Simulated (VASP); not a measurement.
# MgO: single point with r2SCAN

The system is MgO.

```
Mg O
1.0
     0.00000    2.13515    2.13515
     2.13515    0.00000    2.13515
     2.13515    2.13515    0.00000
Mg O
1 1
Direct
  0.00000 0.00000 0.00000
  0.50000 0.50000 0.50000
```

| Item | Value |
| --- | --- |
| Program | VASP 6.6.1 |
| Task | single point |
| Functional | r2SCAN |
| Potentials or basis | VASP PAW PBE potentials, release 64 (Mg, O) |
| Cutoff | 660 eV |
| k mesh | 10 × 10 × 10 |
| Occupations | fermi-dirac, width 0.01 eV |
| Spin | no spin polarisation |

```yaml
Pressure: -8.5 GPa
Band_gap_on_the_k_mesh: 5.20 eV, direct
```

Levels at points of the mesh, in eV from the valence-band top:
| k point | band 1 | band 2 | band 3 | band 4 | band 5 | band 6 | band 7 | band 8 | band 9 |
| --- | --- | --- | --- | --- | --- | --- | --- | --- | --- |
| (0.00, 0.00, 0.00) | -17.99 | 0.00 | 0.00 | 0.00 | 5.20 | 16.59 | 16.59 | 16.59 | 20.62 |
| (0.50, 0.00, 0.00) | -16.85 | -4.43 | -0.63 | -0.63 | 8.53 | 13.32 | 16.99 | 16.99 | 21.74 |
| (0.50, 0.50, 0.00) | -16.61 | -3.93 | -1.32 | -1.32 | 9.98 | 10.61 | 13.83 | 19.72 | 19.72 |

It took 98 s on 1 thread of AMD EPYC 7R13, with other jobs on the host, peak memory 0.14 GiB.

Caveat: the PAW data sets were made with another functional, which shifts forces and pressure a little. r2SCAN opens gaps a little over a GGA but as a rule still falls short of measured ones.
